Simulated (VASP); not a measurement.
# Pt (P6_3/mmc) in VASP: notebook

Pt is run at these levels: PBEsol; tasks: single point.

All numbers are computed with VASP 6.6.1; they aren't measurements. Logs are shortened: lines on timing, memory, paths and dates and some standing lists are left out, and cuts for length are marked.

## 1. The cell of the first run

It takes space group P6_3/mmc (No. 194, hexagonal). Conventional cell: a = 2.797 Å, b = 2.797 Å, c = 4.855 Å, α = 90.00°, β = 90.00°, γ = 120.00°. Within 3.7 Å of Pt (site symmetry -6m2) lie 12 Pt at 2.80 to 2.92 Å.

## 2. Single point, PBEsol

Contents of INCAR:

```
SYSTEM = Pt
  ALGO = Normal
  EDIFF = 1E-7
  ENCUT = 520
  GGA = PS
  ISIF = 2
  ISMEAR = -1
  LASPH = .TRUE.
  LCHARG = .FALSE.
  LREAL = .FALSE.
  LWAVE = .FALSE.
  NBANDS = 17
  NELM = 100
  PREC = Accurate
  SIGMA = 0.1
```

Contents of KPOINTS:

```
k-points
0
G
  12 12 6
  0 0 0
```

Contents of POSCAR:

```
Pt
1.0
    2.7969947187      0.0000000000      0.0000000000
   -1.3984973594      2.4222685948      0.0000000000
    0.0000000000      0.0000000000      4.8551956265
Pt
2
Direct
    0.6666666667      0.3333333333      0.7500000000
    0.3333333333      0.6666666667      0.2500000000
```

Potentials or basis: VASP PAW PBE potentials, release 64 (Pt).

The run is started by

```
$ cat potpaw_PBE.64/Pt/POTCAR > POTCAR
$ mpirun -np 1 vasp_std > vasp.out
```

OUTCAR:

```text
SYSTEM = Pt
   EDIFF = 1E-7
   ENCUT = 520
   GGA = PS
   ISIF = 2
   ISMEAR = -1
   LASPH = .TRUE.
   LREAL = .FALSE.
   NELM = 100
   PREC = Accurate

 ion  position               nearest neighbor table
   1  0.667  0.333  0.750-   2 2.92   2 2.92   2 2.92   2 2.92   2 2.92   2 2.92
   2  0.333  0.667  0.250-   1 2.92   1 2.92   1 2.92   1 2.92   1 2.92   1 2.92

  LATTYP: Found a hexagonal cell.
 ALAT       =     2.7969947187
 C/A-ratio  =     1.7358615639

  Lattice vectors:

 A1 = (   2.7969947187,   0.0000000000,   0.0000000000)
 A2 = (  -1.3984973594,   2.4222685948,   0.0000000000)
 A3 = (   0.0000000000,   0.0000000000,   4.8551956265)

Analysis of symmetry for initial positions (statically):
=====================================================================
 Subroutine PRICEL returns:
 Original cell was already a primitive cell.

 Routine SETGRP: Setting up the symmetry group for a
 hexagonal supercell.

 Subroutine GETGRP returns: Found 24 space group operations
 (whereof 12 operations were pure point group operations)
 out of a pool of 24 trial point group operations.

The static configuration has the point symmetry D_3d.
 The point group associated with its full space group is D_6h.

Analysis of symmetry for dynamics (positions and initial velocities):
=====================================================================
 Subroutine PRICEL returns:
 Original cell was already a primitive cell.

 Routine SETGRP: Setting up the symmetry group for a
 hexagonal supercell.

 Subroutine GETGRP returns: Found 24 space group operations
 (whereof 12 operations were pure point group operations)
 out of a pool of 24 trial point group operations.

The dynamic configuration has the point symmetry D_3d.
 The point group associated with its full space group is D_6h.

 Subroutine INISYM returns: Found 24 space group operations
 (whereof 12 operations are pure point group operations),
 and found     1 'primitive' translations

----------------------------------------------------------------------------------------

                                     Primitive cell

  volume of cell :      32.8943

  direct lattice vectors                    reciprocal lattice vectors
     2.796994719  0.000000000  0.000000000     0.357526596  0.206418067  0.000000000
    -1.398497359  2.422268595  0.000000000     0.000000000  0.412836133  0.000000000
     0.000000000  0.000000000  4.855195626     0.000000000  0.000000000  0.205964924

  length of vectors
     2.796994719  2.796994818  4.855195626     0.412836148  0.412836133  0.205964924

  position of ions in fractional coordinates (direct lattice)
     0.666666667  0.333333333  0.750000000
     0.333333333  0.666666667  0.250000000

  ion indices of the primitive-cell ions
   primitive index   ion index
                 1           1
                 2           2

----------------------------------------------------------------------------------------

 KPOINTS: k-points

Automatic generation of k-mesh.
 Grid dimensions read from file:
 generate k-points for:   12   12    6

 Generating k-lattice:

  Cartesian coordinates                     Fractional coordinates (reciprocal lattice)
     0.029793883  0.017201506  0.000000000     0.083333333 -0.000000000  0.000000000
     0.000000000  0.034403011  0.000000000     0.000000000  0.083333333  0.000000000
     0.000000000  0.000000000  0.034327487     0.000000000  0.000000000  0.166666667

  Length of vectors
     0.034403012  0.034403011  0.034327487

  Shift w.r.t. Gamma in fractional coordinates (k-lattice)
     0.000000000  0.000000000  0.000000000

 Subroutine IBZKPT returns following result:
 ===========================================

 Found     76 irreducible k-points:

 Following reciprocal coordinates:
            Coordinates               Weight
  0.000000  0.000000  0.000000      1.000000
  0.083333  0.000000  0.000000      6.000000
  0.166667  0.000000  0.000000      6.000000
  0.250000  0.000000  0.000000      6.000000
  0.333333  0.000000  0.000000      6.000000
  0.416667  0.000000  0.000000      6.000000
[... 16 lines left out ...]
  0.250000  0.000000  0.166667     12.000000
  0.333333  0.000000  0.166667     12.000000
 [... further k-points ...]
   k-points           NKPTS =     76   k-points in BZ     NKDIM =     76   number of bands    NBANDS=     17
   number of dos      NEDOS =    301   number of ions     NIONS =      2
   total plane-waves  NPLWV =  20736
   dimension x,y,z NGX =    24 NGY =   24 NGZ =   36
   dimension x,y,z NGXF=    48 NGYF=   48 NGZF=   72
   ions per type =               2
   NGX,Y,Z   is equivalent  to a cutoff of  14.26, 14.26, 12.33 a.u.
   NGXF,Y,Z  is equivalent  to a cutoff of  28.53, 28.53, 24.65 a.u.
 SYSTEM =  Pt
   PREC   = accura    normal or accurate (medium, high low for compatibility)
   ISTART =      0    job   : 0-new  1-cont  2-samecut
   ICHARG =      2    charge: 1-file 2-atom 10-const
   ISPIN  =      1    spin polarized calculation?
   LNONCOLLINEAR =      F non collinear calculations
   LSORBIT =      F    spin-orbit coupling
   LASPH  =      T    aspherical Exc in radial PAW
   ENCUT  =  520.0 eV  38.22 Ry    6.18 a.u.   5.20  5.20  9.03*2*pi/ulx,y,z
   NELM   =    100;   NELMIN=  2; NELMDL= -5     # of ELM steps
   EDIFF  = 0.1E-06   stopping-criterion for ELM
   LREAL  =      F    real-space projection
   EDIFFG = 0.1E-05   stopping-criterion for IOM
   NSW    =      0    number of steps for IOM
   IBRION =     -1    ionic relax: 0-MD 1-quasi-New 2-CG
   NFREE  =      0    steps in history (QN), initial steepest desc. (CG)
   ISIF   =      2    stress and relaxation
   ISYM   =      2    0-nonsym 1-usesym 2-fastsym
   POTIM  = 0.5000    time-step for ionic-motion
   TEBEG  =    0.0;   TEEND  =   0.0 temperature during run
   PSTRESS=    0.0 pullay stress
   NELECT =      20.0000    total number of electrons
   NUPDOWN=      -1.0000    fix difference up-down
   EMIN   =  10.00;   EMAX   =-10.00  energy-range for DOS
   EFERMI =   0.00;   METHOD = LEGACY
   ISMEAR =    -1;   SIGMA  =   0.10  broadening in eV -4-tet -1-fermi 0-gaus
   EFERMI_NEDOS =   21; number of points for ismear=-14 and -15
   IALGO  =     38    algorithm
   IMIX   =      4    mixing-type and parameters
     AMIX     =   0.40;   BMIX     =  1.00
     AMIX_MAG =   1.60;   BMIX_MAG =  1.00
  volume/ion in A,a.u.               =      16.45       110.99
  Fermi-wavevector in a.u.,A,eV,Ry     =   1.386898  2.620858 26.170627  1.923487
  Thomas-Fermi vector in A             =   2.511170
   LORBIT       =      0    0 simple, 1 ext, 2 COOP (PROOUT), +10 PAW based schemes
   GGA     = PS    functional components
   LHFCALC =     F    Hartree Fock is set to
   AEXX    =    0.0000 exact exchange contribution
   IVDW    =     0    specifies the selected vdW correction
   LEPSILON=     F    determine dielectric tensor
   LRPA    =     F    only Hartree local field effects (RPA)
 non-spin polarized calculation
  energy-cutoff  :      520.00
  volume of cell :       32.89
 maximum number of plane-waves:       897
 NGX is ok and might be reduce to    24
   NGX = 11   NGY = 11   NGZ = 19

 number of electron      19.9999996 magnetization

 Free energy of the ion-electron system (eV)
  ---------------------------------------------------
  ext. energy  EPLUGINS =         0.00000000
  ---------------------------------------------------
  free energy    TOTEN  =       -13.69351428 eV

  energy without entropy =      -13.56631493  energy(sigma->0) =      -13.62991461

 E-fermi :   9.4845     XC(G=0): -13.1148

 val. band max:        9.4840656488   @ k =   0.4167   0.0833   0.5000
 cond. band min:       9.4894515244   @ k =   0.3333   0.1667   0.5000
 fundamental gap:      0.0053858755
 Fermi energy:         9.4844828857

 k-point     1 :       0.0000    0.0000    0.0000
  band No.  band energies     occupation
      1       0.1466      2.00000
      2       2.7763      2.00000
      3       5.7826      2.00000
      4       6.2777      2.00000
      5       6.2777      2.00000
      6       6.6180      2.00000
[... 9 lines left out ...]
     16      26.7345      0.00000
     17      30.0543      0.00000

 k-point     2 :       0.0833    0.0000    0.0000
  band No.  band energies     occupation
      1       0.3880      2.00000
      2       2.9969      2.00000
      3       5.7564      2.00000
      4       6.2721      2.00000
      5       6.4589      2.00000
      6       6.5099      2.00000
[... 9 lines left out ...]
     16      26.9338      0.00000
     17      28.9021      0.00000

 k-point     3 :       0.1667    0.0000    0.0000
  band No.  band energies     occupation
      1       1.0718      2.00000
      2       3.5566      2.00000
      3       5.5701      2.00000
      4       6.1376      2.00000
      5       6.3820      2.00000
      6       6.6334      2.00000
[... 9 lines left out ...]
     16      26.8898      0.00000
     17      26.9989      0.00000

 k-point     4 :       0.2500    0.0000    0.0000
  band No.  band energies     occupation
      1       2.0441      2.00000
      2       3.9769      2.00000
      3       5.4354      2.00000
      4       5.6281      2.00000
      5       5.8900      2.00000
      6       7.0558      2.00000
[... 9 lines left out ...]
     16      25.5076      0.00000
     17      27.6461      0.00000

 k-point     5 :       0.3333    0.0000    0.0000
  band No.  band energies     occupation
      1       2.9405      2.00000
      2       3.8413      2.00000
      3       4.7372      2.00000
      4       5.8544      2.00000
      5       6.3758      2.00000
      6       6.6852      2.00000
[... 9 lines left out ...]
     16      24.1554      0.00000
     17      24.2925      0.00000

 k-point     6 :       0.4167    0.0000    0.0000
  band No.  band energies     occupation
      1       3.3597      2.00000
      2       3.6001      2.00000
      3       4.3105      2.00000
      4       6.3550      2.00000
      5       6.4319      2.00000
      6       6.6394      2.00000
[... 9 lines left out ...]
     16      21.8335      0.00000
     17      23.0615      0.00000

 k-point     7 :       0.5000    0.0000    0.0000
  band No.  band energies     occupation
      1       3.4535      2.00000
      2       3.4875      2.00000
      3       4.1670      2.00000
      4       6.3425      2.00000
      5       6.5743      2.00000
      6       6.7316      2.00000
[... 9 lines left out ...]
     16      21.3102      0.00000
     17      22.5465      0.00000

 k-point     8 :       0.0833    0.0833    0.0000
  band No.  band energies     occupation
      1       0.8530      2.00000
      2       3.4005      2.00000
      3       5.6029      2.00000
      4       6.3057      2.00000
      5       6.3808      2.00000
      6       6.7161      2.00000
[... 9 lines left out ...]
     16      26.1536      0.00000
     17      28.1143      0.00000
[... 203 lines left out ...]
      1       4.4534      2.00000
      2       5.0222      2.00000
      3       5.0222      2.00000
      4       5.4770      2.00000
      5       6.0838      2.00000
      6       6.0838      2.00000
[... 9 lines left out ...]
     16      21.0800      0.00000
     17      21.7998      0.00000

 k-point    20 :       0.0000    0.0000    0.1667
  band No.  band energies     occupation
      1       0.3723      2.00000
      2       2.7298      2.00000
      3       5.7303      2.00000
      4       6.2489      2.00000
      5       6.2489      2.00000
      6       6.5562      2.00000
[... 9 lines left out ...]
     16      26.2759      0.00000
     17      29.4473      0.00000

 k-point    21 :       0.0833    0.0000    0.1667
  band No.  band energies     occupation
      1       0.6112      2.00000
      2       2.9576      2.00000
      3       5.7399      2.00000
      4       6.1722      2.00000
      5       6.3871      2.00000
      6       6.4217      2.00000
[... 9 lines left out ...]
     16      26.5286      0.00000
     17      28.1982      0.00000

 k-point    22 :       0.1667    0.0000    0.1667
  band No.  band energies     occupation
      1       1.2820      2.00000
      2       3.5427      2.00000
      3       5.6177      2.00000
      4       5.8689      2.00000
      5       6.0951      2.00000
      6       6.6863      2.00000
[... 9 lines left out ...]
     16      26.7631      0.00000
     17      27.2013      0.00000

 k-point    23 :       0.2500    0.0000    0.1667
  band No.  band energies     occupation
      1       2.2080      2.00000
      2       4.0046      2.00000
      3       5.2311      2.00000
      4       5.6912      2.00000
      5       5.7754      2.00000
      6       6.8354      2.00000
[... 9 lines left out ...]
     16      25.3616      0.00000
     17      26.5196      0.00000

 k-point    24 :       0.3333    0.0000    0.1667
  band No.  band energies     occupation
      1       2.9791      2.00000
      2       3.8772      2.00000
      3       4.7864      2.00000
      4       5.4594      2.00000
      5       6.4255      2.00000
      6       6.9462      2.00000
[... 9 lines left out ...]
     16      23.6189      0.00000
     17      25.0300      0.00000

 [... further k-points ...]

------------------------ aborting loop because EDIFF is reached ----------------------------------------

  FORCE on cell =-STRESS in cart. coord.  units (eV):
  Direction    XX          YY          ZZ          XY          YZ          ZX
  --------------------------------------------------------------------------------------
  -------------------------------------------------------------------------------------
  Total       -3.8403347     -3.8403350     -3.7674773      0.0000000      0.0000000      0.0000000
  in kB     -187.0505443   -187.0505620   -183.5018936      0.0000000      0.0000000      0.0000000
  external PRESSURE =    -185.8676666 kB  Pullay stress =       0.0000000 kB

 VOLUME and BASIS-vectors are now :
 -----------------------------------------------------------------------------
  energy-cutoff  :      520.00
  volume of cell :       32.89
      direct lattice vectors                 reciprocal lattice vectors
     2.796994719  0.000000000  0.000000000     0.357526596  0.206418067  0.000000000
    -1.398497359  2.422268595  0.000000000     0.000000000  0.412836133  0.000000000
     0.000000000  0.000000000  4.855195626     0.000000000  0.000000000  0.205964924

 POSITION                                       TOTAL-FORCE (eV/Angst)
 -----------------------------------------------------------------------------------
      1.39850      0.80742      3.64140         0.000000      0.000000      0.000000
     -0.00000      1.61485      1.21380        -0.000000     -0.000000      0.000000
 -----------------------------------------------------------------------------------
    total drift:                               -0.000000      0.000000     -0.000000

  FREE ENERGIE OF THE ION-ELECTRON SYSTEM (eV)
  ---------------------------------------------------
  free  energy   TOTEN  =       -13.6935142815 eV

  energy  without entropy=      -13.5663149315  energy(sigma->0) =      -13.62991461
```

It took 12 s on 1 thread of Intel Xeon 6975P-C (Granite Rapids), shared host; peak memory 0.17 GiB.

Results:

| Property | Result |
| --- | --- |
| Free energy | -13.6935 eV |
| Pressure | -18.6 GPa |
| Band gap on the k mesh | zero (band 10 reaches 9.94 eV, above the bottom of band 11 at 8.74 eV) |

Stress tensor (GPa, compression positive):
```
-18.71   0.00   0.00
  0.00 -18.71   0.00
  0.00   0.00 -18.35
```

Levels at points of the mesh, in eV from the Fermi level:
| k point | band 8 | band 9 | band 10 | band 11 | band 12 | band 13 |
| --- | --- | --- | --- | --- | --- | --- |
| (0.00, 0.00, 0.00) | -1.68 | -1.68 | -0.61 | -0.21 | -0.21 | 4.38 |
| (0.50, 0.00, 0.00) | 0.00 | 0.27 | 0.45 | 2.16 | 3.57 | 7.02 |
| (0.00, 0.00, 0.50) | -3.20 | -0.74 | -0.74 | -0.74 | -0.74 | 11.57 |
| (0.50, 0.00, 0.50) | -0.79 | 0.37 | 0.37 | 1.68 | 1.68 | 6.12 |

Caveat: the PAW data sets were made with another functional, which shifts forces and pressure a little; spin-orbit coupling is left out, which moves the levels of the heavy elements.

## 3. Single point, PBEsol

This run uses another cell than the first one, of 16.76 Å³/atom, 1.019 times its volume.

Contents of INCAR:

```
SYSTEM = Pt
PREC     = Accurate       ! precision mode
ENCUT    = 520            ! plane-wave cutoff, eV
EDIFF    = 1E-7           ! SCF threshold, eV
ISMEAR   = -1             ! smearing method
SIGMA    = 0.1            ! smearing width, eV
LREAL    = .False.        ! projectors in reciprocal space
LASPH    = .True.         ! aspherical terms in the spheres
NELM     = 80             ! most SCF steps
ALGO     = Normal         ! electronic algorithm
ISIF     = 2              ! what is computed and relaxed
LWAVE    = .False.        ! write WAVECAR
LCHARG   = .False.        ! write CHGCAR
GGA      = PS             ! functional
NBANDS   = 17             ! bands
```

Contents of KPOINTS:

```
regular mesh
0
Gamma
  12 12 6
  0 0 0
```

Contents of POSCAR:

```
Pt
1.0
    2.8148104520      0.0000000000      0.0000000000
   -1.4074052260      2.4376974731      0.0000000000
    0.0000000000      0.0000000000      4.8861212732
Pt
2
Direct
    0.6666666667      0.3333333333      0.7500000000
    0.3333333333      0.6666666667      0.2500000000
```

Potentials or basis: VASP PAW PBE potentials, release 64 (Pt).

The run is started by

```
$ cat potpaw_PBE.64/Pt/POTCAR > POTCAR
$ mpirun -np 1 vasp_std > vasp.out
```

Wall time 12 s (1 thread of Intel Xeon 6975P-C (Granite Rapids), shared host); peak memory 0.17 GiB.

Results (log left out):

* Free energy: -13.6143 eV
* Pressure: -21.7 GPa
* Band gap on the k mesh: zero (band 10 reaches 9.59 eV, above the bottom of band 11 at 8.43 eV)

Stress tensor (GPa, compression positive):
```
-21.99   0.00   0.00
  0.00 -21.99   0.00
  0.00   0.00 -21.16
```

Levels at points of the mesh, in eV from the Fermi level:
```csv
k point,band 7,band 8,band 9,band 10,band 11,band 12,band 13,band 14
"(0.00, 0.00, 0.00)",-2.78,-1.63,-1.63,-0.53,-0.20,-0.20,4.27,15.17
"(0.50, 0.00, 0.00)",-2.35,-0.01,0.25,0.43,2.13,3.50,6.93,8.51
"(0.00, 0.00, 0.50)",-3.10,-3.10,-0.72,-0.72,-0.72,-0.72,11.44,11.44
"(0.50, 0.00, 0.50)",-0.75,-0.75,0.36,0.36,1.69,1.69,5.98,5.98
```

Caveat: the PAW data sets were made with another functional, which shifts forces and pressure a little; spin-orbit coupling is left out, which moves the levels of the heavy elements.
